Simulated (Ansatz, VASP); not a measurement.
One calculation of AlAs, two programs

POSCAR

```
AlAs
1.0
    0.0000000000      2.8315299535      2.8315299535
    2.8315299535      0.0000000000      2.8315299535
    2.8315299535      2.8315299535      0.0000000000
Al As
1 1
Direct
    0.0000000000      0.0000000000      0.0000000000
    0.2500000000      0.2500000000      0.2500000000
```

INCAR.step1

```
PREC     = Accurate       # precision mode
ENCUT    = 550            # plane-wave cutoff, eV
ISMEAR   = 0              # smearing method
SIGMA    = 0.02           # smearing width, eV
LREAL    = F              # projectors in reciprocal space
LASPH    = T              # aspherical terms in the spheres
NELM     = 120            # most SCF steps
NBANDS   = 11             # bands
GGA      = PE             # functional
ALGO     = Normal         # electronic algorithm
EDIFF    = 1E-5           # SCF threshold, eV
LWAVE    = T              # write WAVECAR
LCHARG   = F              # write CHGCAR
GGA_COMPAT= F
```

Contents of INCAR.step2:

```
PREC     = Accurate       # precision mode
ENCUT    = 550            # plane-wave cutoff, eV
EDIFF    = 1E-6           # SCF threshold, eV
ISMEAR   = 0              # smearing method
SIGMA    = 0.02           # smearing width, eV
LREAL    = F              # projectors in reciprocal space
LASPH    = T              # aspherical terms in the spheres
NELM     = 120            # most SCF steps
ALGO     = Normal         # electronic algorithm
ISIF     = 2              # what is computed and relaxed
LWAVE    = F              # write WAVECAR
LCHARG   = F              # write CHGCAR
METAGGA  = R2SCAN         # meta-GGA
LMIXTAU  = T            
LUSE_VDW = T            
IVDW_NL  = 2            
BPARAM   = 11.95        
CPARAM   = 0.0093       
NBANDS   = 11             # bands
ISTART   = 1            
GGA_COMPAT= F
```

KPOINTS

```
Automatic mesh
0
Gamma
  8 8 8
```

Input for Ansatz:

```yaml
crystal:
  lattice:
    - [0.0, 2.8315299535, 2.8315299535]
    - [2.8315299535, 0.0, 2.8315299535]
    - [2.8315299535, 2.8315299535, 0.0]
  atoms:
    - { symbol: Al, position: [0.0, 0.0, 0.0] }
    - { symbol: As, position: [0.25, 0.25, 0.25] }
basis:
  ecutwfc: 500
kpoints:
  mp_grid: { grid: [8, 8, 8] }
  band_path:
    path:
      - [[0.0, 0.0, 0.0], [-0.5, -0.5, 0.0], [-0.375, -0.375, 0.25]]
      - [[-0.375, 0.0, 0.375], [0.0, 0.0, 0.0], [0.0, 0.0, 0.5], [-0.5, -0.25, 0.25], [-0.5, -0.5, 0.0]]
    npoints: 10
hamiltonian:
  xc: r2scan
  dispersion: rvv10
  pseudopotentials: { kind: paw, azcp: { folder: soft_1 } }
scf:
  occupations: { method: gaussian, width: 0.02 }
  n_extra_bands: 7
output:
  forces: true
  stress: true
  eigenvalues: true
```

Alike in both runs: task single point; functional r2SCAN; dispersion rVV10; k mesh 8 × 8 × 8; occupations gaussian, width 0.02 eV; no spin polarisation.

```csv
,VASP,Ansatz
version,VASP 6.6.1,Ansatz 0.2.0
potentials or method,"VASP PAW PBE potentials, release 64 (Al, As), cutoff 550 eV","scalar-relativistic, plane waves, PAW"
valence electrons in the cell,8,18
```

Ansatz gave:

| Item | Value |
| --- | --- |
| gap on the k mesh at the Fermi level (eV) | 1.75 |
| least direct gap on the mesh (eV) | 2.67 |
| pressure (GPa) | 0.0 |

**Question.** What did VASP give for the same quantities?

**Answer.** gap on the k mesh at the Fermi level (eV): 1.74; least direct gap on the mesh (eV): 2.67; pressure (GPa): 0.1.

VASP's potentials were made for PBE, not for r2SCAN. VASP's potentials hold 8 valence electrons a cell and Ansatz's 18, so a difference there can come from the potentials and not from the codes.
